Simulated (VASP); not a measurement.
# P (Pm-3m) in VASP: notebook

The runs below take P through relaxation of shape and atoms at fixed volume, single point, with PBEsol+D3(BJ).

Program: VASP 6.6.1. These are calculated values, not measurements. Logs are shortened: lines on timing, memory, paths and dates and some standing lists are left out, and cuts for length are marked.

## 1. The cell of the first run

It takes space group Pm-3m (No. 221, cubic). The conventional cell has a = 2.366 Å, b = 2.366 Å, c = 2.366 Å, α = 90.00°, β = 90.00°, γ = 90.00°. Within 3.1 Å of P (site symmetry m-3m) lie 6 P at 2.37 Å.

This isn't the form of P at room conditions, which is orthorhombic.

## 2. Relaxation of shape and atoms at fixed volume, PBEsol+D3(BJ) (13.25 Å³/atom)

File INCAR:

```
SYSTEM = P
PREC = Accurate
ENCUT = 600
EDIFF = 1E-6
ISMEAR = 0
SIGMA = 0.1
LREAL = .False.
LASPH = .True.
NELM = 60
ALGO = Normal
ISIF = 4
LWAVE = .False.
LCHARG = .False.
GGA = PS
IVDW = 12
IBRION = 2
NSW = 50
EDIFFG = -0.01
```

File KPOINTS:

```
regular mesh
0
Gamma
  18 18 18
  0 0 0
```

File POSCAR:

```
P
1.0
    2.3663329078      0.0000000000      0.0000000000
    0.0000000000      2.3663329078      0.0000000000
    0.0000000000      0.0000000000      2.3664988031
P
1
Direct
    0.0000000000      0.0000000000      0.0000000000
```

Potentials or basis: VASP PAW PBE potentials, release 64 (P).

Started as:

```
$ cat potpaw_PBE.64/P/POTCAR > POTCAR
$ mpirun -np 1 vasp_std > vasp.out
```

OUTCAR:

```text
SYSTEM = P
   PREC = Accurate
   ENCUT = 600
   EDIFF = 1E-6
   ISMEAR = 0
   LREAL = .False.
   LASPH = .True.
   NELM = 60
   ISIF = 4
   GGA = PS
   IVDW = 12
   IBRION = 2
   NSW = 50
   EDIFFG = -0.01
 IVDW          = 12

 ion  position               nearest neighbor table
   1  0.000  0.000  0.000-

  LATTYP: Found a simple tetragonal cell.
 ALAT       =     2.3663329078
 C/A-ratio  =     1.0000701065

  Lattice vectors:

 A1 = (   2.3663329078,   0.0000000000,   0.0000000000)
 A2 = (   0.0000000000,   2.3663329078,   0.0000000000)
 A3 = (   0.0000000000,   0.0000000000,   2.3664988031)

Analysis of symmetry for initial positions (statically):
=====================================================================
 Subroutine PRICEL returns:
 Original cell was already a primitive cell.

 Routine SETGRP: Setting up the symmetry group for a
 simple tetragonal supercell.

 Subroutine GETGRP returns: Found 16 space group operations
 (whereof 16 operations were pure point group operations)
 out of a pool of 16 trial point group operations.

The static configuration has the point symmetry D_4h.

Analysis of symmetry for dynamics (positions and initial velocities):
=====================================================================
 Subroutine PRICEL returns:
 Original cell was already a primitive cell.

 Routine SETGRP: Setting up the symmetry group for a
 simple tetragonal supercell.

 Subroutine GETGRP returns: Found 16 space group operations
 (whereof 16 operations were pure point group operations)
 out of a pool of 16 trial point group operations.

The dynamic configuration has the point symmetry D_4h.

 Subroutine INISYM returns: Found 16 space group operations
 (whereof 16 operations are pure point group operations),
 and found     1 'primitive' translations

----------------------------------------------------------------------------------------

                                     Primitive cell

  volume of cell :      13.2513

  direct lattice vectors                    reciprocal lattice vectors
     2.366332908  0.000000000  0.000000000     0.422594808  0.000000000  0.000000000
     0.000000000  2.366332908  0.000000000     0.000000000  0.422594808  0.000000000
     0.000000000  0.000000000  2.366498803     0.000000000  0.000000000  0.422565183

  length of vectors
     2.366332908  2.366332908  2.366498803     0.422594808  0.422594808  0.422565183

  position of ions in fractional coordinates (direct lattice)
     0.000000000  0.000000000  0.000000000

  ion indices of the primitive-cell ions
   primitive index   ion index
                 1           1

----------------------------------------------------------------------------------------

 KPOINTS: regular mesh

Automatic generation of k-mesh.
 Grid dimensions read from file:
 generate k-points for:   18   18   18

 Generating k-lattice:

  Cartesian coordinates                     Fractional coordinates (reciprocal lattice)
     0.023477489  0.000000000  0.000000000     0.055555556  0.000000000  0.000000000
     0.000000000  0.023477489  0.000000000     0.000000000  0.055555556  0.000000000
     0.000000000  0.000000000  0.023475844     0.000000000  0.000000000  0.055555556

  Length of vectors
     0.023477489  0.023477489  0.023475844

  Shift w.r.t. Gamma in fractional coordinates (k-lattice)
     0.000000000  0.000000000  0.000000000

 Subroutine IBZKPT returns following result:
 ===========================================

 Found    550 irreducible k-points:

 Following reciprocal coordinates:
            Coordinates               Weight
  0.000000  0.000000  0.000000      1.000000
  0.055556  0.000000  0.000000      4.000000
  0.111111  0.000000  0.000000      4.000000
  0.166667  0.000000  0.000000      4.000000
  0.222222  0.000000  0.000000      4.000000
  0.277778  0.000000  0.000000      4.000000
[... 16 lines left out ...]
  0.277778  0.111111  0.000000      8.000000
  0.333333  0.111111  0.000000      8.000000
 [... further k-points ...]
   k-points           NKPTS =    550   k-points in BZ     NKDIM =    550   number of bands    NBANDS=      6
   number of dos      NEDOS =    301   number of ions     NIONS =      1
   total plane-waves  NPLWV =   8000
   dimension x,y,z NGX =    20 NGY =   20 NGZ =   20
   dimension x,y,z NGXF=    40 NGYF=   40 NGZF=   40
   ions per type =               1
   NGX,Y,Z   is equivalent  to a cutoff of  14.05, 14.05, 14.05 a.u.
   NGXF,Y,Z  is equivalent  to a cutoff of  28.10, 28.10, 28.10 a.u.
 SYSTEM =  P
   PREC   = accura    normal or accurate (medium, high low for compatibility)
   ISTART =      0    job   : 0-new  1-cont  2-samecut
   ICHARG =      2    charge: 1-file 2-atom 10-const
   ISPIN  =      1    spin polarized calculation?
   LNONCOLLINEAR =      F non collinear calculations
   LSORBIT =      F    spin-orbit coupling
   LASPH  =      T    aspherical Exc in radial PAW
   ENCUT  =  600.0 eV  44.10 Ry    6.64 a.u.   4.73  4.73  4.73*2*pi/ulx,y,z
   NELM   =     60;   NELMIN=  2; NELMDL= -5     # of ELM steps
   EDIFF  = 0.1E-05   stopping-criterion for ELM
   LREAL  =      F    real-space projection
   EDIFFG = -.1E-01   stopping-criterion for IOM
   NSW    =     50    number of steps for IOM
   IBRION =      2    ionic relax: 0-MD 1-quasi-New 2-CG
   NFREE  =      1    steps in history (QN), initial steepest desc. (CG)
   ISIF   =      4    stress and relaxation
   ISYM   =      2    0-nonsym 1-usesym 2-fastsym
   POTIM  = 0.5000    time-step for ionic-motion
   TEBEG  =    0.0;   TEEND  =   0.0 temperature during run
   PSTRESS=    0.0 pullay stress
   NELECT =       5.0000    total number of electrons
   NUPDOWN=      -1.0000    fix difference up-down
   EMIN   =  10.00;   EMAX   =-10.00  energy-range for DOS
   EFERMI =   0.00;   METHOD = LEGACY
   ISMEAR =     0;   SIGMA  =   0.10  broadening in eV -4-tet -1-fermi 0-gaus
   EFERMI_NEDOS =   21; number of points for ismear=-14 and -15
   IALGO  =     38    algorithm
   IMIX   =      4    mixing-type and parameters
     AMIX     =   0.40;   BMIX     =  1.00
     AMIX_MAG =   1.60;   BMIX_MAG =  1.00
  volume/ion in A,a.u.               =      13.25        89.42
  Fermi-wavevector in a.u.,A,eV,Ry     =   1.182984  2.235515 19.040686  1.399451
  Thomas-Fermi vector in A             =   2.319227
   LORBIT       =      0    0 simple, 1 ext, 2 COOP (PROOUT), +10 PAW based schemes
   GGA     = PS    functional components
   LHFCALC =     F    Hartree Fock is set to
   AEXX    =    0.0000 exact exchange contribution
   IVDW    =    12    specifies the selected vdW correction
   LEPSILON=     F    determine dielectric tensor
   LRPA    =     F    only Hartree local field effects (RPA)
 conjugate gradient relaxation of ions
 non-spin polarized calculation
 Gauss-broadening in eV      SIGMA  =   0.10
  energy-cutoff  :      600.00
  volume of cell :       13.25
 maximum number of plane-waves:       466
 NGX is ok and might be reduce to    20
   NGX =  9   NGY =  9   NGZ =  9

 number of electron       4.9999999 magnetization

 Free energy of the ion-electron system (eV)
  ---------------------------------------------------
  ext. energy  EPLUGINS =         0.00000000
  ---------------------------------------------------
  free energy    TOTEN  =        -5.73799976 eV

  energy without entropy =       -5.73644776  energy(sigma->0) =       -5.73722376

 E-fermi :  10.9050     XC(G=0): -11.7892

 val. band max:       10.8734992886   @ k =   0.4444   0.2778   0.1667
 cond. band min:      10.9074343288   @ k =   0.5000   0.1111   0.2778
 fundamental gap:      0.0339350402
 Fermi energy:        10.9049728250

 k-point     1 :       0.0000    0.0000    0.0000
  band No.  band energies     occupation
      1      -6.5261      2.00000
      2      16.5226      0.00000
      3      16.5258      0.00000
      4      16.5258      0.00000
      5      17.6891      0.00000
      6      17.6901      0.00000

 k-point     2 :       0.0556    0.0000    0.0000
  band No.  band energies     occupation
      1      -6.4500      2.00000
      2      14.8424      0.00000
      3      16.5836      0.00000
      4      16.5868      0.00000
      5      17.7504      0.00000
      6      19.2813      0.00000

 k-point     3 :       0.1111    0.0000    0.0000
  band No.  band energies     occupation
      1      -6.2223      2.00000
      2      12.6964      0.00000
      3      16.7657      0.00000
      4      16.7689      0.00000
      5      17.9311      0.00000
      6      21.1019      0.00000

 k-point     4 :       0.1667    0.0000    0.0000
  band No.  band energies     occupation
      1      -5.8446      2.00000
      2      10.5854      1.99999
      3      17.0649      0.00000
      4      17.0681      0.00000
      5      18.2239      0.00000
      6      22.5904      0.00000

 k-point     5 :       0.2222    0.0000    0.0000
  band No.  band energies     occupation
      1      -5.3206      2.00000
      2       8.5617      2.00000
      3      17.4733      0.00000
      4      17.4765      0.00000
      5      18.6142      0.00000
      6      23.7753      0.00000

 k-point     6 :       0.2778    0.0000    0.0000
  band No.  band energies     occupation
      1      -4.6568      2.00000
      2       6.6536      2.00000
      3      17.9760      0.00000
      4      17.9792      0.00000
      5      19.0769      0.00000
      6      24.8100      0.00000

 k-point     7 :       0.3333    0.0000    0.0000
  band No.  band energies     occupation
      1      -3.8671      2.00000
      2       4.8870      2.00000
      3      18.5437      0.00000
      4      18.5469      0.00000
      5      19.5710      0.00000
      6      25.8121      0.00000

 k-point     8 :       0.3889    0.0000    0.0000
  band No.  band energies     occupation
      1      -2.9856      2.00000
      2       3.3034      2.00000
      3      19.1177      0.00000
      4      19.1209      0.00000
      5      20.0321      0.00000
      6      26.8247      0.00000
[... 91 lines left out ...]
 k-point    19 :       0.5000    0.0556    0.0000
  band No.  band energies     occupation
      1      -1.5984      2.00000
      2       1.4978      2.00000
      3      18.2359      0.00000
      4      19.8312      0.00000
      5      21.8866      0.00000
      6      24.3645      0.00000

 k-point    20 :       0.1111    0.1111    0.0000
  band No.  band energies     occupation
      1      -5.9187      2.00000
      2      12.4094      0.00000
      3      13.6583      0.00000
      4      17.0080      0.00000
      5      19.9061      0.00000
      6      22.8834      0.00000

 k-point    21 :       0.1667    0.1111    0.0000
  band No.  band energies     occupation
      1      -5.5414      2.00000
      2      10.7421      1.97872
      3      13.5510      0.00000
      4      17.3062      0.00000
      5      20.4075      0.00000
      6      24.3827      0.00000

 k-point    22 :       0.2222    0.1111    0.0000
  band No.  band energies     occupation
      1      -5.0178      2.00000
      2       8.7912      2.00000
      3      13.9208      0.00000
      4      17.7132      0.00000
      5      20.8867      0.00000
      6      25.5103      0.00000

 k-point    23 :       0.2778    0.1111    0.0000
  band No.  band energies     occupation
      1      -4.3546      2.00000
      2       6.9093      2.00000
      3      14.4329      0.00000
      4      18.2139      0.00000
      5      21.4019      0.00000
      6      25.7923      0.00000

 k-point    24 :       0.3333    0.1111    0.0000
  band No.  band energies     occupation
      1      -3.5653      2.00000
      2       5.1555      2.00000
      3      15.0250      0.00000
      4      18.7790      0.00000
      5      21.9250      0.00000
      6      24.8344      0.00000

 [... further k-points ...]

------------------------ aborting loop because EDIFF is reached ----------------------------------------

 Edisp (eV)   -0.42824

 E8    (eV) :    -0.2542

  FORCE on cell =-STRESS in cart. coord.  units (eV):
  Direction    XX          YY          ZZ          XY          YZ          ZX
  --------------------------------------------------------------------------------------
  -------------------------------------------------------------------------------------
  Total       0.38360     0.38360     0.38196     0.00000     0.00000     0.00000
  in kB      46.37977    46.37977    46.18148     0.00000     0.00000     0.00000
  external pressure =       46.31 kB  Pullay stress =        0.00 kB

 VOLUME and BASIS-vectors are now :
 -----------------------------------------------------------------------------
  energy-cutoff  :      600.00
  volume of cell :       13.25
      direct lattice vectors                 reciprocal lattice vectors
     2.366332908  0.000000000  0.000000000     0.422594808  0.000000000  0.000000000
     0.000000000  2.366332908  0.000000000     0.000000000  0.422594808  0.000000000
     0.000000000  0.000000000  2.366498803     0.000000000  0.000000000  0.422565183

 POSITION                                       TOTAL-FORCE (eV/Angst)
 -----------------------------------------------------------------------------------
      0.00000      0.00000      0.00000         0.000000      0.000000      0.000000
 -----------------------------------------------------------------------------------
    total drift:                               -0.000000     -0.000000      0.000000

  FREE ENERGIE OF THE ION-ELECTRON SYSTEM (eV)
  ---------------------------------------------------
  free  energy   TOTEN  =        -6.1662438364 eV

  energy  without entropy=       -6.1646918322  energy(sigma->0) =       -6.16546783

 reached required accuracy - stopping structural energy minimisation
```

Run time: 13 s. Hardware: 1 thread of Intel Xeon 6975P-C (Granite Rapids), shared host; peak memory 0.16 GiB.

Results:

```yaml
Free_energy: -6.1662 eV
Pressure_after_relaxing: 4.6 GPa
Band_gap_on_the_k_mesh: zero (an odd number of electrons rules out a gap without spin polarisation)
Dispersion_energy_per_atom: -0.428 eV
```

Final structure:
```
CELL_PARAMETERS angstrom
2.36633 0.00000 0.00000
0.00000 2.36633 0.00000
0.00000 0.00000 2.36650
ATOMIC_POSITIONS crystal
P 0.00000 0.00000 0.00000
```

Caveat: the relaxation stopped at its first step, so nothing moved; the PAW data sets were made with another functional, which shifts forces and pressure a little.

(Part 1 of 2 ends here.)
